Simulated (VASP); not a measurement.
# SnO2 (Pnnm) in VASP: further runs, part 3 of 3

VASP 6.6.1.

**6. Single point, PBEsol (atoms displaced along a vibrational mode, the cell strained)**

The input, INCAR:

```
  PREC = Accurate
  ENCUT = 520
  EDIFF = 1E-7
  ISMEAR = 0
  SIGMA = 0.05
  LREAL = F
  LASPH = T
  NELM = 100
  ALGO = Normal
  ISIF = 2
  LWAVE = F
  LCHARG = F
  GGA = PS
  NBANDS = 35
```

The input, KPOINTS:

```
Automatic mesh
0
Gamma
  6 6 8
```

The input, POSCAR:

```
SnO2
1.0
    4.8483620387      0.0000000000      0.0000000000
    0.0000000000      4.8483620387      0.0000000000
    0.0000000000      0.0000000000      3.2649990520
Sn O
2 4
Direct
    0.0000000000      0.0000000000      0.0000000000
    0.5000000000      0.5000000000      0.5000000000
    0.2767458494      0.3358502854      0.0000000000
    0.2232541506      0.8358502854      0.5000000000
    0.7232541506      0.6641497146      0.0000000000
    0.7767458494      0.1641497146      0.5000000000
```

Potentials or basis: VASP PAW PBE potentials, release 64 (Sn_d, O).

The run is started by

```console
$ cat potpaw_PBE.64/Sn_d/POTCAR potpaw_PBE.64/O/POTCAR > POTCAR
$ mpirun -np 1 vasp_std > vasp.out
```

OUTCAR:

```text
PREC = Accurate
   ENCUT = 520
   EDIFF = 1E-7
   ISMEAR = 0
   LREAL = F
   LASPH = T
   NELM = 100
   ISIF = 2
   GGA = PS

 ion  position               nearest neighbor table
   1  0.000  0.000  0.000-   3 2.11   5 2.11   4 2.11   6 2.11   4 2.11   6 2.11
   2  0.500  0.500  0.500-   4 2.11   6 2.11   5 2.11   3 2.11   3 2.11   5 2.11
   3  0.277  0.336  0.000-   1 2.11   2 2.11   2 2.11
   4  0.223  0.836  0.500-   2 2.11   1 2.11   1 2.11
   5  0.723  0.664  0.000-   1 2.11   2 2.11   2 2.11
   6  0.777  0.164  0.500-   2 2.11   1 2.11   1 2.11

  LATTYP: Found a simple tetragonal cell.
 ALAT       =     4.8483620387
 C/A-ratio  =     0.6734231120

  Lattice vectors:

 A1 = (   4.8483620387,   0.0000000000,   0.0000000000)
 A2 = (   0.0000000000,   4.8483620387,   0.0000000000)
 A3 = (   0.0000000000,   0.0000000000,   3.2649990520)

Analysis of symmetry for initial positions (statically):
=====================================================================
 Subroutine PRICEL returns:
 Original cell was already a primitive cell.

 Routine SETGRP: Setting up the symmetry group for a
 simple tetragonal supercell.

 Subroutine GETGRP returns: Found  8 space group operations
 (whereof  4 operations were pure point group operations)
 out of a pool of 16 trial point group operations.

The static configuration has the point symmetry C_2h.
 The point group associated with its full space group is D_2h.

Analysis of symmetry for dynamics (positions and initial velocities):
=====================================================================
 Subroutine PRICEL returns:
 Original cell was already a primitive cell.

 Routine SETGRP: Setting up the symmetry group for a
 simple tetragonal supercell.

 Subroutine GETGRP returns: Found  8 space group operations
 (whereof  4 operations were pure point group operations)
 out of a pool of 16 trial point group operations.

[... 130 lines left out ...]
  volume/ion in A,a.u.               =      12.79        86.32
  Fermi-wavevector in a.u.,A,eV,Ry     =   1.437865  2.717172 28.129459  2.067457
  Thomas-Fermi vector in A             =   2.556896
   LORBIT       =      0    0 simple, 1 ext, 2 COOP (PROOUT), +10 PAW based schemes
   GGA     = PS    functional components
   LHFCALC =     F    Hartree Fock is set to
   AEXX    =    0.0000 exact exchange contribution
   IVDW    =     0    specifies the selected vdW correction
   LEPSILON=     F    determine dielectric tensor
   LRPA    =     F    only Hartree local field effects (RPA)
 non-spin polarized calculation
 Gauss-broadening in eV      SIGMA  =   0.05
  energy-cutoff  :      520.00
  volume of cell :       76.75
 maximum number of plane-waves:      2090
   NGX = 19   NGY = 19   NGZ = 13

 number of electron      51.9999988 magnetization

 Free energy of the ion-electron system (eV)
  ---------------------------------------------------
  ext. energy  EPLUGINS =         0.00000000
  ---------------------------------------------------
  free energy    TOTEN  =       -39.48751527 eV

  energy without entropy =      -39.48751527  energy(sigma->0) =      -39.48751527

 E-fermi :   5.2475     XC(G=0): -11.1841

 val. band max:        5.0059230001   @ k =   0.1667   0.0000   0.0000
 cond. band min:       5.7604352715   @ k =   0.0000   0.0000   0.0000
 fundamental gap:      0.7545122714
 Fermi energy:         5.2474643520

 k-point     1 :       0.0000    0.0000    0.0000
  band No.  band energies     occupation
      1     -15.6840      2.00000
      2     -15.0698      2.00000
      3     -14.9102      2.00000
      4     -14.8799      2.00000
      5     -14.8731      2.00000
      6     -14.8193      2.00000
[... 901 lines left out ...]
     34      16.5993      0.00000
     35      17.0571      0.00000

 [... further k-points ...]

------------------------ aborting loop because EDIFF is reached ----------------------------------------

  FORCE on cell =-STRESS in cart. coord.  units (eV):
  Direction    XX          YY          ZZ          XY          YZ          ZX
  --------------------------------------------------------------------------------------
  -------------------------------------------------------------------------------------
  Total       -4.7541649     -3.6892148     -5.3003260      0.0000000      0.0000000      0.0000000
  in kB      -99.2456961    -77.0143015   -110.6470953      0.0000000      0.0000000      0.0000000
  external PRESSURE =     -95.6356976 kB  Pullay stress =       0.0000000 kB

 VOLUME and BASIS-vectors are now :
 -----------------------------------------------------------------------------
  energy-cutoff  :      520.00
  volume of cell :       76.75
      direct lattice vectors                 reciprocal lattice vectors
     4.848362039  0.000000000  0.000000000     0.206255224  0.000000000  0.000000000
     0.000000000  4.848362039  0.000000000     0.000000000  0.206255224  0.000000000
     0.000000000  0.000000000  3.264999052     0.000000000  0.000000000  0.306278803

 POSITION                                       TOTAL-FORCE (eV/Angst)
 -----------------------------------------------------------------------------------
      0.00000      0.00000      0.00000         0.000000      0.000000      0.000000
      2.42418      2.42418      1.63250         0.000000      0.000000      0.000000
      1.34176      1.62832      0.00000         0.344378     -0.028658      0.000000
      1.08242      4.05250      1.63250        -0.344378     -0.028658      0.000000
      3.50660      3.22004      0.00000        -0.344378      0.028658      0.000000
      3.76595      0.79586      1.63250         0.344378      0.028658     -0.000000
 -----------------------------------------------------------------------------------
    total drift:                                0.000000      0.000000      0.000000

  FREE ENERGIE OF THE ION-ELECTRON SYSTEM (eV)
  ---------------------------------------------------
  free  energy   TOTEN  =       -39.4875152710 eV

  energy  without entropy=      -39.4875152710  energy(sigma->0) =      -39.48751527
```

stdout:

```text
POSCAR found type information on POSCAR SnO
 POSCAR found :  2 types and       6 ions
 scaLAPACK will be used
 -----------------------------------------------------------------------------
|                                                                             |
|                                                                             |
|     You enforced a specific xc type in the INCAR file but a different       |
|     I HOPE YOU KNOW WHAT YOU ARE DOING!                                     |
|                                                                             |
 -----------------------------------------------------------------------------

 LDA part: xc-table for (Slater+PW92), standard interpolation
 POSCAR, INCAR and KPOINTS ok, starting setup
 FFT: planning ... GRIDC
 FFT: planning ... GRID_SOFT
 FFT: planning ... GRID
 WAVECAR not read
 entering main loop
```

Wall time 76 s (1 thread of Intel Xeon 6975P-C (Granite Rapids), shared host); peak memory 0.29 GiB.

Results:

```
Free energy            : -39.4875 eV
Pressure               : -9.6 GPa
Largest force          : 0.346 eV/Å
Band gap on the k mesh : 0.75 eV (least direct gap 0.88 eV)
```

Forces in eV/Å, atoms in the order of the input:
```
Sn   0.000  0.000  0.000
Sn   0.000  0.000  0.000
O    0.344 -0.029  0.000
O   -0.344 -0.029  0.000
O   -0.344  0.029  0.000
O    0.344  0.029  0.000
```

Stress tensor (GPa, compression positive):
```
 -9.92   0.00   0.00
  0.00  -7.70   0.00
  0.00   0.00 -11.06
```

Levels at points of the mesh, in eV from the valence-band top:
| k point | band 22 | band 23 | band 24 | band 25 | band 26 | band 27 | band 28 | band 29 | band 30 | band 31 |
| --- | --- | --- | --- | --- | --- | --- | --- | --- | --- | --- |
| (0.00, 0.00, 0.00) | -1.12 | -0.95 | -0.51 | -0.37 | -0.13 | 0.75 | 5.49 | 5.95 | 6.10 | 9.91 |
| (0.50, 0.00, 0.00) | -1.52 | -0.99 | -0.99 | -0.17 | -0.17 | 3.55 | 3.55 | 6.30 | 6.30 | 10.31 |
| (0.00, 0.50, 0.00) | -1.79 | -1.00 | -1.00 | -0.50 | -0.50 | 3.90 | 3.90 | 7.14 | 7.14 | 10.01 |
| (0.50, 0.50, 0.00) | -1.73 | -1.14 | -1.14 | -0.55 | -0.55 | 4.18 | 4.18 | 6.98 | 6.98 | 10.31 |
| (0.00, 0.00, 0.50) | -2.45 | -1.32 | -1.32 | -0.80 | -0.80 | 5.36 | 5.36 | 9.13 | 9.13 | 9.90 |
| (0.50, 0.00, 0.50) | -1.66 | -0.72 | -0.72 | -0.64 | -0.64 | 5.68 | 5.68 | 7.63 | 7.63 | 10.00 |
| (0.00, 0.50, 0.50) | -1.16 | -0.95 | -0.95 | -0.43 | -0.43 | 5.50 | 5.50 | 7.21 | 7.21 | 10.82 |
| (0.50, 0.50, 0.50) | -2.23 | -0.72 | -0.72 | -0.46 | -0.46 | 4.20 | 4.20 | 8.56 | 8.56 | 10.29 |

Caveat: the cell differs from its parent crystal (atoms displaced along a vibrational mode, the cell strained); the cell stands under tension; semilocal functionals underestimate gaps, and a narrow one can read as zero; the PAW data sets were made with another functional, which shifts forces and pressure a little; spin-orbit coupling is left out, which moves the levels of the heavy elements. A k mesh can miss the band edges.

**7. The runs side by side**

```tsv
cell	gap on the mesh (eV)	pressure (GPa)	largest force (eV/Å)
a = 4.729, b = 4.729, c = 3.185 Å, 6 atoms, atomic positions A	1.41	4.1	0.13
a = 4.729, b = 4.729, c = 3.185 Å, 6 atoms, atomic positions B	1.33	-0.7	0.75
a = 4.769, b = 4.769, c = 3.211 Å, 6 atoms, atomic positions A	1.16	-1.0	0.20
a = 4.848, b = 4.848, c = 3.265 Å, 6 atoms, atomic positions C	0.14	-14.9	2.24
a = 4.848, b = 4.848, c = 3.265 Å, 6 atoms, atomic positions A	0.75	-9.6	0.35
```

Alike in all rows: task single point; level PBEsol; potentials or basis VASP PAW PBE potentials, release 64 (Sn_d, O); no spin polarisation; k mesh 6 × 6 × 8; cutoff (eV) 520; smearing gaussian 0.05 eV.

Caveats: the PAW data sets were made with another functional, which shifts forces and pressure a little; spin-orbit coupling is left out, which moves the levels of the heavy elements; the cell stands under tension (at least some runs); semilocal functionals underestimate gaps, and a narrow one can read as zero (at least some runs); the cell stands under pressure (at least some runs).

Absolute energies hang on the potentials; compare differences alone.
